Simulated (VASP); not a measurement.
# Cs (Pm-3m) in VASP: further runs

Runs on Cs. Level: PBEsol. Tasks: single point, relaxation of cell and atoms.

All numbers are computed with VASP 6.6.1; they aren't measurements. Logs are shortened: lines on timing, memory, paths and dates and some standing lists are left out, and cuts for length are marked.

## Step 1: The cell of the first run

The structure is cubic, space group Pm-3m (No. 221). Conventional cell: a = 4.294 Å, b = 4.294 Å, c = 4.294 Å, α = 90.00°, β = 90.00°, γ = 90.00°. Cs (site symmetry m-3m) has 6 Cs at 4.29 Å within 5.6 Å.

## Step 2: Single point, PBEsol

Input file INCAR:

```
SYSTEM = Cs
PREC = Accurate
ENCUT = 520
EDIFF = 1E-7
ISMEAR = -1
SIGMA = 0.05
LREAL = .FALSE.
LASPH = .TRUE.
NELM = 80
ALGO = Normal
ISIF = 2
LWAVE = .FALSE.
LCHARG = .FALSE.
GGA = PS
NBANDS = 10
```

Input file KPOINTS:

```
regular mesh
0
G
  9 9 9
  0 0 0
```

Input file POSCAR:

```
Cs
1.0
    4.2938450506      0.0000000000      0.0000000000
    0.0000000000      4.2938450506      0.0000000000
    0.0000000000      0.0000000000      4.2938450506
Cs
1
Direct
    0.0000000000      0.0000000000      0.0000000000
```

Potentials or basis: VASP PAW PBE potentials, release 64 (Cs_sv).

Run with:

```
$ cat potpaw_PBE.64/Cs_sv/POTCAR > POTCAR
$ mpirun -np 1 vasp_std > vasp.out
```

OUTCAR:

```text
SYSTEM = Cs
   PREC = Accurate
   ENCUT = 520
   EDIFF = 1E-7
   ISMEAR = -1
   LREAL = .FALSE.
   LASPH = .TRUE.
   NELM = 80
   ISIF = 2
   GGA = PS

 ion  position               nearest neighbor table
   1  0.000  0.000  0.000-

  LATTYP: Found a simple cubic cell.
 ALAT       =     4.2938450506

  Lattice vectors:

 A1 = (   4.2938450506,   0.0000000000,   0.0000000000)
 A2 = (   0.0000000000,   4.2938450506,   0.0000000000)
 A3 = (   0.0000000000,   0.0000000000,   4.2938450506)

Analysis of symmetry for initial positions (statically):
=====================================================================
 Subroutine PRICEL returns:
 Original cell was already a primitive cell.

 Routine SETGRP: Setting up the symmetry group for a
 simple cubic supercell.

 Subroutine GETGRP returns: Found 48 space group operations
[... 9 lines left out ...]

 Routine SETGRP: Setting up the symmetry group for a
 simple cubic supercell.

 Subroutine GETGRP returns: Found 48 space group operations
[... 11 lines left out ...]
                                     Primitive cell

  volume of cell :      79.1661

  direct lattice vectors                    reciprocal lattice vectors
     4.293845051  0.000000000  0.000000000     0.232891497  0.000000000  0.000000000
     0.000000000  4.293845051  0.000000000     0.000000000  0.232891497  0.000000000
     0.000000000  0.000000000  4.293845051     0.000000000  0.000000000  0.232891497

  length of vectors
     4.293845051  4.293845051  4.293845051     0.232891497  0.232891497  0.232891497

  position of ions in fractional coordinates (direct lattice)
     0.000000000  0.000000000  0.000000000

  ion indices of the primitive-cell ions
   primitive index   ion index
                 1           1

----------------------------------------------------------------------------------------

 KPOINTS: regular mesh

Automatic generation of k-mesh.
 Grid dimensions read from file:
 generate k-points for:    9    9    9

 Generating k-lattice:

  Cartesian coordinates                     Fractional coordinates (reciprocal lattice)
     0.025876833  0.000000000  0.000000000     0.111111111  0.000000000  0.000000000
     0.000000000  0.025876833  0.000000000     0.000000000  0.111111111  0.000000000
     0.000000000  0.000000000  0.025876833     0.000000000  0.000000000  0.111111111

  Length of vectors
[... 55 lines left out ...]
   EDIFF  = 0.1E-06   stopping-criterion for ELM
   LREAL  =      F    real-space projection
   EDIFFG = 0.1E-05   stopping-criterion for IOM
   NSW    =      0    number of steps for IOM
   IBRION =     -1    ionic relax: 0-MD 1-quasi-New 2-CG
   NFREE  =      0    steps in history (QN), initial steepest desc. (CG)
   ISIF   =      2    stress and relaxation
   ISYM   =      2    0-nonsym 1-usesym 2-fastsym
   POTIM  = 0.5000    time-step for ionic-motion
   TEBEG  =    0.0;   TEEND  =   0.0 temperature during run
   PSTRESS=    0.0 pullay stress
   NELECT =       9.0000    total number of electrons
   NUPDOWN=      -1.0000    fix difference up-down
   EMIN   =  10.00;   EMAX   =-10.00  energy-range for DOS
   EFERMI =   0.00;   METHOD = LEGACY
   ISMEAR =    -1;   SIGMA  =   0.05  broadening in eV -4-tet -1-fermi 0-gaus
   EFERMI_NEDOS =   21; number of points for ismear=-14 and -15
   IALGO  =     38    algorithm
   IMIX   =      4    mixing-type and parameters
     AMIX     =   0.40;   BMIX     =  1.00
     AMIX_MAG =   1.60;   BMIX_MAG =  1.00
  volume/ion in A,a.u.               =      79.17       534.24
  Fermi-wavevector in a.u.,A,eV,Ry     =   0.793066  1.498677  8.557433  0.628954
  Thomas-Fermi vector in A             =   1.898928
   LORBIT       =      0    0 simple, 1 ext, 2 COOP (PROOUT), +10 PAW based schemes
   GGA     = PS    functional components
   LHFCALC =     F    Hartree Fock is set to
   AEXX    =    0.0000 exact exchange contribution
   IVDW    =     0    specifies the selected vdW correction
   LEPSILON=     F    determine dielectric tensor
   LRPA    =     F    only Hartree local field effects (RPA)
 non-spin polarized calculation
  energy-cutoff  :      520.00
  volume of cell :       79.17
 maximum number of plane-waves:      2158
 NGX is ok and might be reduce to    32
   NGX = 15   NGY = 15   NGZ = 15

 number of electron       9.0000004 magnetization

 Free energy of the ion-electron system (eV)
  ---------------------------------------------------
  ext. energy  EPLUGINS =         0.00000000
  ---------------------------------------------------
  free energy    TOTEN  =        -0.73845160 eV

  energy without entropy =       -0.72093927  energy(sigma->0) =       -0.72969543

 E-fermi :   1.4497     XC(G=0):  -6.5477

 val. band max:        1.4496029019   @ k =   0.3333   0.2222   0.2222
 cond. band min:       1.4614967313   @ k =   0.3333   0.3333   0.1111
 fundamental gap:      0.0118938294
 Fermi energy:         1.4497450385

 k-point     1 :       0.0000    0.0000    0.0000
  band No.  band energies     occupation
      1     -22.4736      2.00000
      2      -8.9879      2.00000
      3      -8.9879      2.00000
      4      -8.9879      2.00000
      5      -0.5258      2.00000
      6       2.5977      0.00000
      7       2.5977      0.00000
      8       7.0763      0.00000
      9       7.0763      0.00000
     10       7.0763      0.00000
[... 287 lines left out ...]
 k-point    24 :       0.4444    0.3333    0.1111
  band No.  band energies     occupation
      1     -22.3925      2.00000
      2      -9.5199      2.00000
      3      -9.3763      2.00000
      4      -8.9592      2.00000
      5       1.5343      0.31126
      6       2.7504      0.00000
      7       3.9047      0.00000
      8       4.2628      0.00000
      9       5.5357      0.00000
     10       5.7974      0.00000

 [... further k-points ...]

------------------------ aborting loop because EDIFF is reached ----------------------------------------

  FORCE on cell =-STRESS in cart. coord.  units (eV):
  Direction    XX          YY          ZZ          XY          YZ          ZX
  --------------------------------------------------------------------------------------
  -------------------------------------------------------------------------------------
  Total        0.4919736      0.4919736      0.4919736      0.0000000     -0.0000000     -0.0000000
  in kB        9.9566501      9.9566501      9.9566501      0.0000000     -0.0000000     -0.0000000
  external PRESSURE =       9.9566501 kB  Pullay stress =       0.0000000 kB

 VOLUME and BASIS-vectors are now :
 -----------------------------------------------------------------------------
  energy-cutoff  :      520.00
  volume of cell :       79.17
      direct lattice vectors                 reciprocal lattice vectors
     4.293845051  0.000000000  0.000000000     0.232891497  0.000000000  0.000000000
     0.000000000  4.293845051  0.000000000     0.000000000  0.232891497  0.000000000
     0.000000000  0.000000000  4.293845051     0.000000000  0.000000000  0.232891497

 POSITION                                       TOTAL-FORCE (eV/Angst)
 -----------------------------------------------------------------------------------
      0.00000      0.00000      0.00000         0.000000      0.000000      0.000000
 -----------------------------------------------------------------------------------
    total drift:                                0.000000      0.000000      0.000000

  FREE ENERGIE OF THE ION-ELECTRON SYSTEM (eV)
  ---------------------------------------------------
  free  energy   TOTEN  =        -0.7384515974 eV

  energy  without entropy=       -0.7209392660  energy(sigma->0) =       -0.72969543
```

OSZICAR:

```text
N       E                     dE             d eps       ncg     rms          rms(c)
DAV:   1     0.498986013032E+02    0.49899E+02   -0.32652E+03   700   0.660E+02
DAV:   2     0.366671061551E+01   -0.46232E+02   -0.45360E+02   886   0.113E+02
DAV:   3    -0.702598316559E+00   -0.43693E+01   -0.43582E+01   802   0.387E+01
DAV:   4    -0.748673103761E+00   -0.46075E-01   -0.46068E-01   898   0.489E+00
DAV:   5    -0.748836857093E+00   -0.16375E-03   -0.16375E-03   876   0.269E-01    0.292E-01
DAV:   6    -0.741822448099E+00    0.70144E-02   -0.71879E-03   824   0.390E-01    0.174E-01
DAV:   7    -0.738475443445E+00    0.33470E-02   -0.11463E-02   788   0.494E-01    0.764E-02
DAV:   8    -0.738449492616E+00    0.25951E-04   -0.21616E-04   804   0.112E-01    0.837E-03
DAV:   9    -0.738452300866E+00   -0.28083E-05   -0.28015E-06   906   0.115E-02    0.557E-03
DAV:  10    -0.738451336677E+00    0.96419E-06   -0.13169E-06   778   0.629E-03    0.881E-04
DAV:  11    -0.738451511803E+00   -0.17513E-06   -0.30183E-08   492   0.111E-03    0.347E-04
DAV:  12    -0.738451597447E+00   -0.85644E-07   -0.99938E-09   410   0.715E-04
   1 F= -.73845160E+00 E0= -.72969543E+00  d E =-.175123E-01
```

Run time: 7.1 s. Hardware: 1 thread of AMD EPYC 9R45 (Zen 5), shared host; peak memory 0.15 GiB.

Results:

```
Free energy : -0.7385 eV
Pressure    : 1.0 GPa
```

Levels at points of the mesh, in eV from the Fermi level:
| k point | band 3 | band 4 | band 5 | band 6 | band 7 | band 8 |
| --- | --- | --- | --- | --- | --- | --- |
| (0.00, 0.00, 0.00) | -10.44 | -10.44 | -1.98 | 1.15 | 1.15 | 5.63 |

Caveat: the PAW data sets were made with another functional, which shifts forces and pressure a little; spin-orbit coupling is left out, which moves the levels of the heavy elements.

## Step 3: Relaxation of cell and atoms, PBEsol, target pressure 1 GPa, at which the enthalpy is minimised

Input file INCAR:

```
  ALGO = Normal
  EDIFF = 1E-7
  EDIFFG = -0.005
  ENCUT = 600
  GGA = PS
  IBRION = 2
  ISIF = 3
  ISMEAR = -1
  LASPH = True
  LCHARG = False
  LREAL = False
  LWAVE = False
  NELM = 100
  NSW = 32
  PREC = Accurate
  PSTRESS = 10.0
  SIGMA = 0.05
```

Input file KPOINTS:

```
k-points
0
Gamma
  9 9 9
```

POSCAR is that of step 2.

Potentials or basis: VASP PAW PBE potentials, release 64 (Cs_sv).

Run with:

```
$ cat potpaw_PBE.64/Cs_sv/POTCAR > POTCAR
$ mpirun -np 1 vasp_std > vasp.out
```

Run time: 10 s. Hardware: 1 thread of AMD EPYC 9R45 (Zen 5), shared host; peak memory 0.18 GiB.

The run converged. Its results:

| Item | Value |
| --- | --- |
| Free energy | -0.7385 eV |
| Pressure after relaxing | 1.0 GPa |

Final structure:
```yaml
crystal:
  lattice:
    - [4.29385, 0.00000, 0.00000]
    - [0.00000, 4.29385, 0.00000]
    - [0.00000, 0.00000, 4.29385]
  atoms:
    - { symbol: Cs, position: [0.00000, 0.00000, 0.00000] }
```

Levels at points of the mesh, in eV from the Fermi level:
```tsv
k point	band 2	band 3	band 4	band 5	band 6	band 7	band 8
(0.00, 0.00, 0.00)	-10.44	-10.44	-10.44	-1.98	1.15	1.15	5.63
```

Caveat: the relaxation stopped at its first step, so nothing moved; the cell is relaxed towards a set pressure, so the enthalpy falls and the energy may rise; the PAW data sets were made with another functional, which shifts forces and pressure a little; spin-orbit coupling is left out, which moves the levels of the heavy elements.

## Step 4: Relaxation of cell and atoms, PBEsol, target pressure 1 GPa, at which the enthalpy is minimised

This run uses another cell than the first one, of 82.26 Å³/atom, 1.039 times its volume.

Input file INCAR:

```
  PREC = Accurate
  ENCUT = 600
  EDIFF = 1E-7
  ISMEAR = -1
  SIGMA = 0.05
  LREAL = F
  LASPH = T
  NELM = 60
  ALGO = Normal
  ISIF = 3
  LWAVE = F
  LCHARG = F
  GGA = PS
  IBRION = 2
  NSW = 60
  EDIFFG = -0.005
  PSTRESS = 10.0
```

Input file KPOINTS:

```
regular mesh
0
Gamma
  9 9 9
```

Input file POSCAR:

```
Cs
1.0
    4.3490978074      0.0000000000      0.0000000000
    0.0000000000      4.3490978074      0.0000000000
    0.0000000000      0.0000000000      4.3490978074
Cs
1
Direct
    0.0000000000      0.0000000000      0.0000000000
```

Run with:

```
$ cat potpaw_PBE.64/Cs_sv/POTCAR > POTCAR
$ mpirun -np 1 vasp_std > vasp.out
```

Wall time 27 s (1 thread of AMD EPYC 9R45 (Zen 5), shared host); peak memory 0.19 GiB.

Results (log left out):

* Free energy: -0.7388 eV
* Relaxed volume: 79.20 Å³/atom
* Relaxed cell: a = 4.294 Å, b = 4.294 Å, c = 4.294 Å, α = 90.00°, β = 90.00°, γ = 90.00°
* Space group after relaxing (to 0.05 Å): Pm-3m (No. 221)
* Energy change on relaxing (the enthalpy is what falls): +18.1 meV/atom
* Ionic steps: 4
* Pressure after relaxing: 1.0 GPa

The path:
| step | energy change (eV) | largest force (eV/Å) | pressure (GPa) | volume (Å³) |
| --- | --- | --- | --- | --- |
| 1 | 0.0000 | 0.0000 | 0.89 | 82.26 |
| 2 | 0.0037 | 0.0000 | 0.91 | 81.60 |
| 3 | 0.0154 | 0.0000 | 0.98 | 79.63 |
| 4 | 0.0181 | 0.0000 | 1.00 | 79.20 |

Final structure:
```
Cs
1.0
     4.29441    0.00000    0.00000
     0.00000    4.29441    0.00000
     0.00000    0.00000    4.29441
Cs
1
Direct
  0.00000 0.00000 0.00000
```

Levels at points of the mesh, in eV from the Fermi level:
| k point | band 1 | band 2 | band 3 | band 4 | band 5 | band 6 | band 7 | band 8 |
| --- | --- | --- | --- | --- | --- | --- | --- | --- |
| (0.00, 0.00, 0.00) | -23.92 | -10.44 | -10.44 | -10.44 | -1.98 | 1.15 | 1.15 | 5.62 |

Caveat: the cell is relaxed towards a set pressure, so the enthalpy falls and the energy may rise; the PAW data sets were made with another functional, which shifts forces and pressure a little; spin-orbit coupling is left out, which moves the levels of the heavy elements.

## Step 5: Overview

```csv
task,cell,cutoff (eV),gap on the mesh (eV),pressure (GPa)
single point,"a = 4.294 Å, 1 atom",520,none,1.0
relaxation of cell and atoms,"relaxed to 1 GPa from a = 4.294 Å, 1 atom",600,none,1.0
relaxation of cell and atoms,"relaxed to 1 GPa from a = 4.349 Å, 1 atom",600,none,1.0
```

Alike in all rows: level PBEsol; potentials or basis VASP PAW PBE potentials, release 64 (Cs_sv); no spin polarisation; k mesh 9 × 9 × 9; smearing fermi-dirac 0.05 eV.

Caveats: the PAW data sets were made with another functional, which shifts forces and pressure a little; spin-orbit coupling is left out, which moves the levels of the heavy elements; the cell is relaxed towards a set pressure, so the enthalpy falls and the energy may rise (some runs); the relaxation stopped at its first step, so nothing moved (some runs).

Total energies depend on the potentials used, so only differences within one code and one set of settings carry meaning.
